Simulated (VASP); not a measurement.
# MgPbBr3 (P-62m) in VASP: single point with PBE

Aim: the single point of MgPbBr3 with PBE.

All numbers are computed with VASP 6.6.1; they aren't measurements. Logs are shortened: lines on timing, memory, paths and dates and some standing lists are left out, and cuts for length are marked.

### Step 1. The cell of the first run

The structure is hexagonal, space group P-62m (No. 189). Conventional cell: a = 5.784 Å, b = 5.784 Å, c = 5.329 Å, α = 90.00°, β = 90.00°, γ = 120.00°. Within 3.5 Å of Mg (site symmetry -62m) lie 2 Pb at 2.66 Å. Pb (site symmetry -62m) has 2 Mg at 2.66 Å and 6 Br at 2.88 to 2.91 Å within 3.5 Å. Within 4.0 Å of Br (site symmetry m2m) lie 2 Pb at 2.88 to 2.91 Å and 4 Br at 2.89 Å and 4 Mg at 3.92 to 3.94 Å.

The cell was built from a structure type or drawn by symmetry, and may not be a known phase.

### Step 2. Single point, PBE

INCAR reads:

```
  PREC = Accurate
  ENCUT = 520
  EDIFF = 1E-6
  ISMEAR = 0
  SIGMA = 0.1
  LREAL = F
  LASPH = T
  NELM = 80
  ALGO = Normal
  ISIF = 2
  LWAVE = F
  LCHARG = F
  GGA = PE
  NBANDS = 26
```

KPOINTS reads:

```
regular mesh
0
Gamma
  3 3 4
```

POSCAR reads:

```
MgPbBr3
1.0
    5.7842749800      0.0000000000      0.0000000000
   -2.8921374900      5.0093290700      0.0000000000
    0.0000000000      0.0000000000      5.3285135600
Mg Pb Br
1 1 3
Direct
    0.0000000000      0.0000000000      0.0000000000
    0.0000000000      0.0000000000      0.5000000000
    0.4974769300      0.0000000000      0.5000000000
    0.0000000000      0.4974769300      0.5000000000
    0.5025230700      0.5025230700      0.5000000000
```

Potentials or basis: VASP PAW PBE potentials, release 64 (Mg, Pb_d, Br).

Started as:

```
$ cat potpaw_PBE.64/Mg/POTCAR potpaw_PBE.64/Pb_d/POTCAR potpaw_PBE.64/Br/POTCAR > POTCAR
$ mpirun -np 1 vasp_std > vasp.out
```

OUTCAR:

```text
PREC = Accurate
   ENCUT = 520
   EDIFF = 1E-6
   ISMEAR = 0
   LREAL = F
   LASPH = T
   NELM = 80
   ISIF = 2
   GGA = PE

 ion  position               nearest neighbor table
   1  0.000  0.000  0.000-   2 2.66   2 2.66
   2  0.000  0.000  0.500-   1 2.66   1 2.66   5 2.88   4 2.88   3 2.88   5 2.91   4 2.91   3 2.91

   3  0.497  0.000  0.500-   2 2.88   2 2.91
   4  0.000  0.497  0.500-   2 2.88   2 2.91
   5  0.503  0.503  0.500-   2 2.88   2 2.91

  LATTYP: Found a hexagonal cell.
 ALAT       =     5.7842749800
 C/A-ratio  =     0.9212068199

  Lattice vectors:

 A1 = (   5.7842749800,   0.0000000000,   0.0000000000)
 A2 = (  -2.8921374900,   5.0093290700,   0.0000000000)
 A3 = (   0.0000000000,   0.0000000000,   5.3285135600)

Analysis of symmetry for initial positions (statically):
=====================================================================
 Subroutine PRICEL returns:
 Original cell was already a primitive cell.

 Routine SETGRP: Setting up the symmetry group for a
 hexagonal supercell.

 Subroutine GETGRP returns: Found 12 space group operations
 (whereof 12 operations were pure point group operations)
 out of a pool of 24 trial point group operations.

The static configuration has the point symmetry D_3h.

Analysis of symmetry for dynamics (positions and initial velocities):
=====================================================================
 Subroutine PRICEL returns:
 Original cell was already a primitive cell.

 Routine SETGRP: Setting up the symmetry group for a
 hexagonal supercell.

 Subroutine GETGRP returns: Found 12 space group operations
 (whereof 12 operations were pure point group operations)
 out of a pool of 24 trial point group operations.

The dynamic configuration has the point symmetry D_3h.

 Subroutine INISYM returns: Found 12 space group operations
 (whereof 12 operations are pure point group operations),
 and found     1 'primitive' translations

----------------------------------------------------------------------------------------

                                     Primitive cell

  volume of cell :     154.3955

  direct lattice vectors                    reciprocal lattice vectors
     5.784274980  0.000000000  0.000000000     0.172882514  0.099813766  0.000000000
    -2.892137490  5.009329070  0.000000000     0.000000000  0.199627532  0.000000000
     0.000000000  0.000000000  5.328513560     0.000000000  0.000000000  0.187669598

  length of vectors
     5.784274980  5.784274976  5.328513560     0.199627532  0.199627532  0.187669598

  position of ions in fractional coordinates (direct lattice)
     0.000000000  0.000000000  0.000000000
     0.000000000  0.000000000  0.500000000
     0.497476930  0.000000000  0.500000000
     0.000000000  0.497476930  0.500000000
     0.502523070  0.502523070  0.500000000

  ion indices of the primitive-cell ions
   primitive index   ion index
                 1           1
                 2           2
                 3           3
                 4           4
                 5           5

----------------------------------------------------------------------------------------

 KPOINTS: regular mesh

Automatic generation of k-mesh.
 Grid dimensions read from file:
 generate k-points for:    3    3    4

 Generating k-lattice:

  Cartesian coordinates                     Fractional coordinates (reciprocal lattice)
     0.057627505  0.033271255  0.000000000     0.333333333  0.000000000  0.000000000
     0.000000000  0.066542511  0.000000000     0.000000000  0.333333333  0.000000000
     0.000000000  0.000000000  0.046917400     0.000000000  0.000000000  0.250000000

  Length of vectors
     0.066542511  0.066542511  0.046917400

  Shift w.r.t. Gamma in fractional coordinates (k-lattice)
     0.000000000  0.000000000  0.000000000

 Subroutine IBZKPT returns following result:
 ===========================================

 Found      9 irreducible k-points:

 Following reciprocal coordinates:
            Coordinates               Weight
  0.000000  0.000000  0.000000      1.000000
  0.333333 -0.000000  0.000000      6.000000
  0.333333  0.333333  0.000000      2.000000
  0.000000  0.000000  0.250000      2.000000
  0.333333 -0.000000  0.250000     12.000000
  0.333333  0.333333  0.250000      4.000000
  0.000000  0.000000  0.500000      1.000000
  0.333333 -0.000000  0.500000      6.000000
  0.333333  0.333333  0.500000      2.000000
   k-points           NKPTS =      9   k-points in BZ     NKDIM =      9   number of bands    NBANDS=     26
   number of dos      NEDOS =    301   number of ions     NIONS =      5
   total plane-waves  NPLWV =  92160
   dimension x,y,z NGX =    48 NGY =   48 NGZ =   40
   dimension x,y,z NGXF=    96 NGYF=   96 NGZF=   80
   ions per type =               1   1   3
   NGX,Y,Z   is equivalent  to a cutoff of  13.80, 13.80, 12.48 a.u.
   NGXF,Y,Z  is equivalent  to a cutoff of  27.59, 27.59, 24.96 a.u.
 SYSTEM =  unknown system
   PREC   = accura    normal or accurate (medium, high low for compatibility)
   ISTART =      0    job   : 0-new  1-cont  2-samecut
   ICHARG =      2    charge: 1-file 2-atom 10-const
   ISPIN  =      1    spin polarized calculation?
   LNONCOLLINEAR =      F non collinear calculations
   LSORBIT =      F    spin-orbit coupling
   LASPH  =      T    aspherical Exc in radial PAW
   ENCUT  =  520.0 eV  38.22 Ry    6.18 a.u.  10.75 10.75  9.91*2*pi/ulx,y,z
   NELM   =     80;   NELMIN=  2; NELMDL= -5     # of ELM steps
   EDIFF  = 0.1E-05   stopping-criterion for ELM
   LREAL  =      F    real-space projection
   EDIFFG = 0.1E-04   stopping-criterion for IOM
   NSW    =      0    number of steps for IOM
   IBRION =     -1    ionic relax: 0-MD 1-quasi-New 2-CG
   NFREE  =      0    steps in history (QN), initial steepest desc. (CG)
   ISIF   =      2    stress and relaxation
   ISYM   =      2    0-nonsym 1-usesym 2-fastsym
   POTIM  = 0.5000    time-step for ionic-motion
   TEBEG  =    0.0;   TEEND  =   0.0 temperature during run
   PSTRESS=    0.0 pullay stress
   NELECT =      37.0000    total number of electrons
   NUPDOWN=      -1.0000    fix difference up-down
   EMIN   =  10.00;   EMAX   =-10.00  energy-range for DOS
   EFERMI =   0.00;   METHOD = LEGACY
   ISMEAR =     0;   SIGMA  =   0.10  broadening in eV -4-tet -1-fermi 0-gaus
   EFERMI_NEDOS =   21; number of points for ismear=-14 and -15
   IALGO  =     38    algorithm
   IMIX   =      4    mixing-type and parameters
     AMIX     =   0.40;   BMIX     =  1.00
     AMIX_MAG =   1.60;   BMIX_MAG =  1.00
  volume/ion in A,a.u.               =      30.88       208.38
  Fermi-wavevector in a.u.,A,eV,Ry     =   1.016866  1.921599 14.068658  1.034017
  Thomas-Fermi vector in A             =   2.150235
   LORBIT       =      0    0 simple, 1 ext, 2 COOP (PROOUT), +10 PAW based schemes
   GGA     = PE    functional components
   LHFCALC =     F    Hartree Fock is set to
   AEXX    =    0.0000 exact exchange contribution
   IVDW    =     0    specifies the selected vdW correction
   LEPSILON=     F    determine dielectric tensor
   LRPA    =     F    only Hartree local field effects (RPA)
 non-spin polarized calculation
 Gauss-broadening in eV      SIGMA  =   0.10
  energy-cutoff  :      520.00
  volume of cell :      154.40
 maximum number of plane-waves:      4184
 NGX is ok and might be reduce to    48
   NGX = 21   NGY = 21   NGZ = 19

 number of electron      37.0000002 magnetization

 Free energy of the ion-electron system (eV)
  ---------------------------------------------------
  ext. energy  EPLUGINS =         0.00000000
  ---------------------------------------------------
  free energy    TOTEN  =        -8.79491409 eV

  energy without entropy =       -8.74811619  energy(sigma->0) =       -8.77151514

 E-fermi :   3.2555     XC(G=0):  -8.0671

 val. band max:        3.2534641739   @ k =   0.3333  -0.0000   0.0000
 cond. band min:       3.2656153832   @ k =   0.3333  -0.0000   0.2500
 fundamental gap:      0.0121512093
 Fermi energy:         3.2554772816

 k-point     1 :       0.0000    0.0000    0.0000
  band No.  band energies     occupation
      1     -14.4212      2.00000
      2     -14.2105      2.00000
      3     -14.2105      2.00000
      4     -13.9635      2.00000
      5     -13.9635      2.00000
      6     -13.5465      2.00000
[... 18 lines left out ...]
     25       8.7707      0.00000
     26       9.1035      0.00000

 k-point     2 :       0.3333   -0.0000    0.0000
  band No.  band energies     occupation
      1     -14.2600      2.00000
      2     -14.1480      2.00000
      3     -14.1301      2.00000
      4     -13.9654      2.00000
      5     -13.9641      2.00000
      6     -13.3901      2.00000
[... 18 lines left out ...]
     25       9.0739      0.00000
     26       9.1945      0.00000

 k-point     3 :       0.3333    0.3333    0.0000
  band No.  band energies     occupation
      1     -14.1600      2.00000
      2     -14.1600      2.00000
      3     -14.1002      2.00000
      4     -13.9653      2.00000
      5     -13.9653      2.00000
      6     -12.8484      2.00000
[... 18 lines left out ...]
     25      10.1687      0.00000
     26      10.1689      0.00000

 k-point     4 :       0.0000    0.0000    0.2500
  band No.  band energies     occupation
      1     -14.4182      2.00000
      2     -14.2103      2.00000
      3     -14.2103      2.00000
      4     -13.9637      2.00000
      5     -13.9637      2.00000
      6     -13.5352      2.00000
[... 18 lines left out ...]
     25       8.5518      0.00000
     26       9.7386      0.00000

 k-point     5 :       0.3333   -0.0000    0.2500
  band No.  band energies     occupation
      1     -14.2580      2.00000
      2     -14.1446      2.00000
      3     -14.1299      2.00000
      4     -13.9655      2.00000
      5     -13.9642      2.00000
      6     -13.3830      2.00000
[... 18 lines left out ...]
     25       8.5346      0.00000
     26       9.6596      0.00000

 k-point     6 :       0.3333    0.3333    0.2500
  band No.  band energies     occupation
      1     -14.1598      2.00000
      2     -14.1598      2.00000
      3     -14.0933      2.00000
      4     -13.9655      2.00000
      5     -13.9655      2.00000
      6     -12.8452      2.00000
[... 18 lines left out ...]
     25       8.9826      0.00000
     26       8.9826      0.00000

 k-point     7 :       0.0000    0.0000    0.5000
  band No.  band energies     occupation
      1     -14.4152      2.00000
      2     -14.2102      2.00000
      3     -14.2102      2.00000
      4     -13.9638      2.00000
      5     -13.9638      2.00000
      6     -13.5239      2.00000
[... 18 lines left out ...]
     25       8.6774      0.00000
     26       8.6774      0.00000

 k-point     8 :       0.3333   -0.0000    0.5000
  band No.  band energies     occupation
      1     -14.2561      2.00000
      2     -14.1413      2.00000
      3     -14.1297      2.00000
      4     -13.9657      2.00000
      5     -13.9643      2.00000
      6     -13.3759      2.00000
[... 18 lines left out ...]
     25       8.6053      0.00000
     26       9.0315      0.00000

 k-point     9 :       0.3333    0.3333    0.5000
  band No.  band energies     occupation
      1     -14.1596      2.00000
      2     -14.1596      2.00000
      3     -14.0865      2.00000
      4     -13.9656      2.00000
      5     -13.9656      2.00000
      6     -12.8419      2.00000
[... 18 lines left out ...]
     25       8.9123      0.00000
     26       8.9123      0.00000

------------------------ aborting loop because EDIFF is reached ----------------------------------------

  FORCE on cell =-STRESS in cart. coord.  units (eV):
  Direction    XX          YY          ZZ          XY          YZ          ZX
  --------------------------------------------------------------------------------------
  -------------------------------------------------------------------------------------
  Total       15.2091867     15.2091867      5.1338009      0.0000000      0.0000000      0.0000000
  in kB      157.8272559    157.8272556     53.2739665      0.0000000      0.0000000      0.0000000
  external PRESSURE =     122.9761593 kB  Pullay stress =       0.0000000 kB

 VOLUME and BASIS-vectors are now :
 -----------------------------------------------------------------------------
  energy-cutoff  :      520.00
  volume of cell :      154.40
      direct lattice vectors                 reciprocal lattice vectors
     5.784274980  0.000000000  0.000000000     0.172882514  0.099813766  0.000000000
    -2.892137490  5.009329070  0.000000000     0.000000000  0.199627532  0.000000000
     0.000000000  0.000000000  5.328513560     0.000000000  0.000000000  0.187669598

 POSITION                                       TOTAL-FORCE (eV/Angst)
 -----------------------------------------------------------------------------------
      0.00000      0.00000      0.00000         0.000000     -0.000000     -0.000000
      0.00000      0.00000      2.66426        -0.000000     -0.000000     -0.000000
      2.87754      0.00000      2.66426         0.068061     -0.000000      0.000000
     -1.43877      2.49203      2.66426        -0.034031      0.058943     -0.000000
      1.45337      2.51730      2.66426        -0.034031     -0.058943      0.000000
 -----------------------------------------------------------------------------------
    total drift:                                0.000002      0.000003     -0.000001

  FREE ENERGIE OF THE ION-ELECTRON SYSTEM (eV)
  ---------------------------------------------------
  free  energy   TOTEN  =        -8.7949140893 eV

  energy  without entropy=       -8.7481161880  energy(sigma->0) =       -8.77151514
```

Run time: 46 s. Hardware: 1 thread of Intel Xeon Platinum 8259CL at 2.50GHz (Skylake/Cascade Lake), shared host; peak memory 0.3 GiB.

Results:

```yaml
Free_energy: -8.7949 eV
Pressure: 12.3 GPa
Largest_force: 0.068 eV/Å
Band_gap_on_the_k_mesh: zero (an odd number of electrons rules out a gap without spin polarisation)
```

Forces in eV/Å, atoms in the order of the input:
```
Mg   0.000  0.000  0.000
Pb   0.000  0.000  0.000
Br   0.068  0.000  0.000
Br  -0.034  0.059  0.000
Br  -0.034 -0.059  0.000
```

Stress tensor (GPa, compression positive):
```
15.78  0.00  0.00
 0.00 15.78  0.00
 0.00  0.00  5.33
```

Caveat: the k points lie up to 0.42 Å⁻¹ apart, too coarse for converged energies and pressures of a metal; spin-orbit coupling is left out, which moves the levels of the heavy elements; an odd number of electrons without spin polarisation forces a metal; a magnetic or distorted state may lie lower.
